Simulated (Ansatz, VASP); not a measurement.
ZrH4: VASP beside Ansatz

```
CELL_PARAMETERS angstrom
-3.64996 0.00027 -0.00574
-0.00862 -0.00141 -3.87181
0.00099 -5.74834 -0.00357
ATOMIC_POSITIONS crystal
Zr 0.54586 0.52457 0.51041
Zr 0.04603 0.52480 0.05622
H 0.05077 0.47450 0.69131
H 0.30253 0.24722 0.28037
H 0.05271 0.72437 0.38053
H 0.55252 0.72429 0.18551
H 0.54771 0.02959 0.60676
H 0.04799 0.03024 0.96018
H 0.55082 0.47329 0.87525
H 0.80307 0.24714 0.28679
```

Change from the starting cell: cell x2, atoms moved at random (sigma 0.15 Å) and cell strained at random (1.5 %), then relaxed without symmetry.

Alike in both runs: functional PBE; k mesh 6 × 6 × 4; occupations gaussian, width 0.2 eV; no spin polarisation.

Ansatz relaxed the structure, and its values are those at the end. VASP's run is a single point on that final structure, the one shown.

```csv
,VASP,Ansatz
version,VASP 6.6.1,Ansatz 0.2.0
potentials or method,"VASP PAW PBE potentials, release 64 (Zr_sv, H), cutoff 520 eV","scalar-relativistic, plane waves, PAW"
valence electrons in the cell,32,32
```

```tsv
	VASP	Ansatz	Ansatz less VASP
gap on the k mesh at the Fermi level (eV)	0.15	0.15	-0.002
least direct gap on the mesh (eV)	0.31	0.31	-0.001
pressure (GPa)	-0.2	-0.1	+0.12
rms of the force components (eV/Å)	0.005	0.005	0.0000
```

With one functional, cell and mesh, what is left measures potentials, basis and numerics.
